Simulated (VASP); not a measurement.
# AlN (P1) in VASP: single point with PBE

Aim: the single point of AlN with PBE.

All numbers are computed with VASP 6.6.1; they aren't measurements. Logs are shortened: lines on timing, memory, paths and dates and some standing lists are left out, and cuts for length are marked.

## (1) The cell of the first run

The typed cell holds 4 atoms: a = 3.112 Å, b = 3.152 Å, c = 4.979 Å, α = 90.62°, β = 91.71°, γ = 121.27°.

## (2) Single point, PBE (equal xy, yz and zx shear strains of -3 %)

Input file INCAR:

```
SYSTEM = AlN
PREC = Accurate
ENCUT = 520
EDIFF = 1E-6
ISMEAR = -1
SIGMA = 0.02
LREAL = .False.
LASPH = .True.
NELM = 100
ALGO = Normal
ISIF = 2
LWAVE = .False.
LCHARG = .True.
GGA = PE
LELF = .True.
LVHAR = .True.
NBANDS = 16
```

Input file KPOINTS:

```
regular mesh
0
Gamma
  11 11 6
  0 0 0
```

Input file POSCAR:

```
AlN
1.0
    3.1110021516     -0.0466650323     -0.0466650323
   -1.5959141792      2.7175394106     -0.0170805873
   -0.0746700000     -0.0746700000      4.9780000000
Al N
2 2
Direct
    0.3333333333      0.6666666667      0.0000000000
    0.6666666667      0.3333333333      0.5000000000
    0.3333333333      0.6666666667      0.3850000000
    0.6666666667      0.3333333333      0.8850000000
```

Potentials or basis: VASP PAW PBE potentials, release 64 (Al, N).

Command:

```console
cat potpaw_PBE.64/Al/POTCAR potpaw_PBE.64/N/POTCAR > POTCAR
mpirun -np 1 vasp_std > vasp.out
```

OUTCAR:

```text
SYSTEM = AlN
   PREC = Accurate
   ENCUT = 520
   EDIFF = 1E-6
   ISMEAR = -1
   LREAL = .False.
   LASPH = .True.
   NELM = 100
   ISIF = 2
   GGA = PE

 ion  position               nearest neighbor table
   1  0.333  0.667  0.000-   4 1.84   4 1.90   4 1.91   3 1.92   2 3.00   2 3.03   2 3.07   2 3.10
                             2 3.11   2 3.12
   2  0.667  0.333  0.500-   3 1.87   3 1.89   3 1.90   4 1.92   1 3.00   1 3.03   1 3.07   1 3.10
                             1 3.11   1 3.12
   3  0.333  0.667  0.385-   2 1.87   2 1.89   2 1.90   1 1.92
   4  0.667  0.333  0.885-   1 1.84   1 1.90   1 1.91   2 1.92

  LATTYP: Found a triclinic cell.
 ALAT       =     3.1515479152
 B/A-ratio  =     2.3625234169
 C/A-ratio  =     0.9873567314
 COS(alpha) =     0.0016408768
 COS(beta)  =     0.5191268021
 COS(gamma) =     0.6367893156

  Lattice vectors:

 A1 = (  -1.5959141792,   2.7175394106,  -0.0170805873)
 A2 = (  -0.0061562068,   5.4630837889,  -5.0588262069)
 A3 = (  -3.1110021516,   0.0466650323,   0.0466650323)

Analysis of symmetry for initial positions (statically):
=====================================================================
 Subroutine PRICEL returns:
 Original cell was already a primitive cell.

 Routine SETGRP: Setting up the symmetry group for a
 triclinic supercell.

 Subroutine GETGRP returns: Found  1 space group operations
 (whereof  1 operations were pure point group operations)
 out of a pool of  2 trial point group operations.

The static configuration has the point symmetry C_1 .

Analysis of symmetry for dynamics (positions and initial velocities):
=====================================================================
 Subroutine PRICEL returns:
 Original cell was already a primitive cell.

 Routine SETGRP: Setting up the symmetry group for a
 triclinic supercell.

 Subroutine GETGRP returns: Found  1 space group operations
 (whereof  1 operations were pure point group operations)
 out of a pool of  2 trial point group operations.

The dynamic configuration has the point symmetry C_1 .

 Subroutine INISYM returns: Found  1 space group operations
 (whereof  1 operations are pure point group operations),
 and found     1 'primitive' translations

----------------------------------------------------------------------------------------

                                     Primitive cell

  volume of cell :      41.6956

  direct lattice vectors                    reciprocal lattice vectors
     3.111002152 -0.046665032 -0.046665032     0.324414181  0.190565455  0.007724695
    -1.595914179  2.717539411 -0.017080587     0.005654869  0.371336390  0.005654869
    -0.074670000 -0.074670000  4.978000000     0.003060544  0.003060544  0.200975705

  length of vectors
     3.111702048  3.151547915  4.979119924     0.376323564  0.371422495  0.201022307

  position of ions in fractional coordinates (direct lattice)
     0.333333333  0.666666667  0.000000000
     0.666666667  0.333333333  0.500000000
     0.333333333  0.666666667  0.385000000
     0.666666667  0.333333333  0.885000000

  ion indices of the primitive-cell ions
   primitive index   ion index
                 1           1
                 2           2
                 3           3
                 4           4

----------------------------------------------------------------------------------------

 KPOINTS: regular mesh

Automatic generation of k-mesh.
 Grid dimensions read from file:
 generate k-points for:   11   11    6

 Generating k-lattice:

  Cartesian coordinates                     Fractional coordinates (reciprocal lattice)
     0.029492198  0.017324132  0.000702245     0.090909091  0.000000000  0.000000000
     0.000514079  0.033757854  0.000514079     0.000000000  0.090909091  0.000000000
     0.000510091  0.000510091  0.033495951    -0.000000000  0.000000000  0.166666667

  Length of vectors
     0.034211233  0.033765681  0.033503718

  Shift w.r.t. Gamma in fractional coordinates (k-lattice)
     0.000000000  0.000000000  0.000000000

 Subroutine IBZKPT returns following result:
 ===========================================

 Found    364 irreducible k-points:

 Following reciprocal coordinates:
            Coordinates               Weight
  0.000000  0.000000  0.000000      1.000000
  0.090909 -0.000000  0.000000      2.000000
  0.181818 -0.000000  0.000000      2.000000
  0.272727 -0.000000  0.000000      2.000000
  0.363636 -0.000000  0.000000      2.000000
  0.454545  0.000000  0.000000      2.000000
[... 16 lines left out ...]
  0.454545  0.181818 -0.000000      2.000000
 -0.454545  0.181818  0.000000      2.000000
 [... further k-points ...]
   k-points           NKPTS =    364   k-points in BZ     NKDIM =    364   number of bands    NBANDS=     16
   number of dos      NEDOS =    301   number of ions     NIONS =      4
   total plane-waves  NPLWV =  23040
   dimension x,y,z NGX =    24 NGY =   24 NGZ =   40
   dimension x,y,z NGXF=    48 NGYF=   48 NGZF=   80
   ions per type =               2   2
   NGX,Y,Z   is equivalent  to a cutoff of  12.82, 12.66, 13.36 a.u.
   NGXF,Y,Z  is equivalent  to a cutoff of  25.64, 25.32, 26.71 a.u.
 SYSTEM =  AlN
   PREC   = accura    normal or accurate (medium, high low for compatibility)
   ISTART =      0    job   : 0-new  1-cont  2-samecut
   ICHARG =      2    charge: 1-file 2-atom 10-const
   ISPIN  =      1    spin polarized calculation?
   LNONCOLLINEAR =      F non collinear calculations
   LSORBIT =      F    spin-orbit coupling
   LASPH  =      T    aspherical Exc in radial PAW
   ENCUT  =  520.0 eV  38.22 Ry    6.18 a.u.   5.79  5.86  9.26*2*pi/ulx,y,z
   NELM   =    100;   NELMIN=  2; NELMDL= -5     # of ELM steps
   EDIFF  = 0.1E-05   stopping-criterion for ELM
   LREAL  =      F    real-space projection
   EDIFFG = 0.1E-04   stopping-criterion for IOM
   NSW    =      0    number of steps for IOM
[... 5 lines left out ...]
   TEBEG  =    0.0;   TEEND  =   0.0 temperature during run
   PSTRESS=    0.0 pullay stress
   NELECT =      16.0000    total number of electrons
   NUPDOWN=      -1.0000    fix difference up-down
   EMIN   =  10.00;   EMAX   =-10.00  energy-range for DOS
   EFERMI =   0.00;   METHOD = LEGACY
   ISMEAR =    -1;   SIGMA  =   0.02  broadening in eV -4-tet -1-fermi 0-gaus
   EFERMI_NEDOS =   21; number of points for ismear=-14 and -15
   IALGO  =     38    algorithm
   IMIX   =      4    mixing-type and parameters
     AMIX     =   0.40;   BMIX     =  1.00
     AMIX_MAG =   1.60;   BMIX_MAG =  1.00
  volume/ion in A,a.u.               =      10.42        70.34
  Fermi-wavevector in a.u.,A,eV,Ry     =   1.189647  2.248107 19.255786  1.415260
  Thomas-Fermi vector in A             =   2.325750
   LORBIT       =      0    0 simple, 1 ext, 2 COOP (PROOUT), +10 PAW based schemes
   GGA     = PE    functional components
   LHFCALC =     F    Hartree Fock is set to
   AEXX    =    0.0000 exact exchange contribution
   IVDW    =     0    specifies the selected vdW correction
   LEPSILON=     F    determine dielectric tensor
   LRPA    =     F    only Hartree local field effects (RPA)
 non-spin polarized calculation
  energy-cutoff  :      520.00
  volume of cell :       41.70
 maximum number of plane-waves:      1140
   NGX = 11   NGY = 11   NGZ = 19

 number of electron      15.9999999 magnetization

 Free energy of the ion-electron system (eV)
  ---------------------------------------------------
  ext. energy  EPLUGINS =         0.00000000
  ---------------------------------------------------
  free energy    TOTEN  =       -29.71538122 eV

  energy without entropy =      -29.71538122  energy(sigma->0) =      -29.71538122

 E-fermi :   6.6866     XC(G=0): -10.9192

 val. band max:        6.2811370751   @ k =   0.0000   0.0000   0.0000
 cond. band min:      10.3696470043   @ k =   0.0000   0.0000   0.0000
 fundamental gap:      4.0885099292
 Fermi energy:         6.6866469720

 k-point     1 :       0.0000    0.0000    0.0000
  band No.  band energies     occupation
      1      -9.0277      2.00000
      2      -6.8711      2.00000
      3       0.1934      2.00000
      4       5.1968      2.00000
      5       5.3621      2.00000
      6       5.8627      2.00000
[... 8 lines left out ...]
     15      19.2691      0.00000
     16      19.5102      0.00000

 k-point     2 :       0.0909   -0.0000    0.0000
  band No.  band energies     occupation
      1      -8.9187      2.00000
      2      -6.8091      2.00000
      3       0.3230      2.00000
      4       4.8809      2.00000
      5       5.0633      2.00000
      6       5.4836      2.00000
[... 8 lines left out ...]
     15      19.1203      0.00000
     16      19.4752      0.00000

 k-point     3 :       0.1818   -0.0000    0.0000
  band No.  band energies     occupation
      1      -8.6031      2.00000
      2      -6.6428      2.00000
      3       0.7034      2.00000
      4       3.7692      2.00000
      5       4.4822      2.00000
      6       4.7278      2.00000
[... 8 lines left out ...]
     15      18.6111      0.00000
     16      18.7368      0.00000

 k-point     4 :       0.2727   -0.0000    0.0000
  band No.  band energies     occupation
      1      -8.1191      2.00000
      2      -6.4352      2.00000
      3       1.3039      2.00000
      4       2.5025      2.00000
      5       3.4490      2.00000
      6       4.3580      2.00000
[... 8 lines left out ...]
     15      18.3462      0.00000
     16      19.6367      0.00000
[... 324 lines left out ...]
 k-point    22 :       0.3636    0.1818   -0.0000
  band No.  band energies     occupation
      1      -6.8783      2.00000
      2      -6.3246      2.00000
      3       1.1275      2.00000
      4       2.1683      2.00000
      5       3.0156      2.00000
      6       3.1423      2.00000
[... 8 lines left out ...]
     15      18.9626      0.00000
     16      20.8032      0.00000

 k-point    23 :       0.4545    0.1818   -0.0000
  band No.  band energies     occupation
      1      -6.9000      2.00000
      2      -6.3205      2.00000
      3       1.1439      2.00000
      4       2.1821      2.00000
      5       3.0055      2.00000
      6       3.1140      2.00000
[... 8 lines left out ...]
     15      19.1281      0.00000
     16      20.7537      0.00000

 k-point    24 :      -0.4545    0.1818    0.0000
  band No.  band energies     occupation
      1      -7.3620      2.00000
      2      -6.2716      2.00000
      3       1.6809      2.00000
      4       2.1402      2.00000
      5       2.4235      2.00000
      6       3.5756      2.00000
[... 8 lines left out ...]
     15      18.5118      0.00000
     16      20.8077      0.00000

 [... further k-points ...]

------------------------ aborting loop because EDIFF is reached ----------------------------------------

  FORCE on cell =-STRESS in cart. coord.  units (eV):
  Direction    XX          YY          ZZ          XY          YZ          ZX
  --------------------------------------------------------------------------------------
  -------------------------------------------------------------------------------------
  Total        1.2225527      1.2192124      0.7430597      1.4136204      1.0005214      1.0047156
  in kB       46.9773183     46.8489618     28.5525119     54.3192059     38.4456329     38.6067957
  external PRESSURE =      40.7929307 kB  Pullay stress =       0.0000000 kB

 VOLUME and BASIS-vectors are now :
 -----------------------------------------------------------------------------
  energy-cutoff  :      520.00
  volume of cell :       41.70
      direct lattice vectors                 reciprocal lattice vectors
     3.111002152 -0.046665032 -0.046665032     0.324414181  0.190565455  0.007724695
    -1.595914179  2.717539411 -0.017080587     0.005654869  0.371336390  0.005654869
    -0.074670000 -0.074670000  4.978000000     0.003060544  0.003060544  0.200975705

 POSITION                                       TOTAL-FORCE (eV/Angst)
 -----------------------------------------------------------------------------------
     -0.02694      1.79614     -0.02694         0.500628      0.202020      0.219498
      1.50470      0.83740      2.45220        -0.127408      0.167230      0.186929
     -0.05569      1.76739      1.88959         0.183323     -0.167406     -0.183170
      1.47595      0.80865      4.36873        -0.556543     -0.201843     -0.223258
 -----------------------------------------------------------------------------------
    total drift:                               -0.000115     -0.000342     -0.000025

  FREE ENERGIE OF THE ION-ELECTRON SYSTEM (eV)
  ---------------------------------------------------
  free  energy   TOTEN  =       -29.7153812199 eV

  energy  without entropy=      -29.7153812199  energy(sigma->0) =      -29.71538122
```

Wall time 70 s (1 thread of Intel Xeon 6975P-C (Granite Rapids), shared host); peak memory 0.31 GiB.

Results:

- Free energy: -29.7154 eV
- Pressure: 4.1 GPa
- Largest force: 0.633 eV/Å
- Band gap on the k mesh: 4.09 eV

Forces in eV/Å, atoms in the order of the input:
```
Al   0.501  0.202  0.219
Al  -0.127  0.167  0.187
N    0.183 -0.167 -0.183
N   -0.557 -0.202 -0.223
```

Caveat: the cell differs from its parent crystal (equal xy, yz and zx shear strains of -3 %); the cell stands under pressure. A k mesh can miss the band edges.
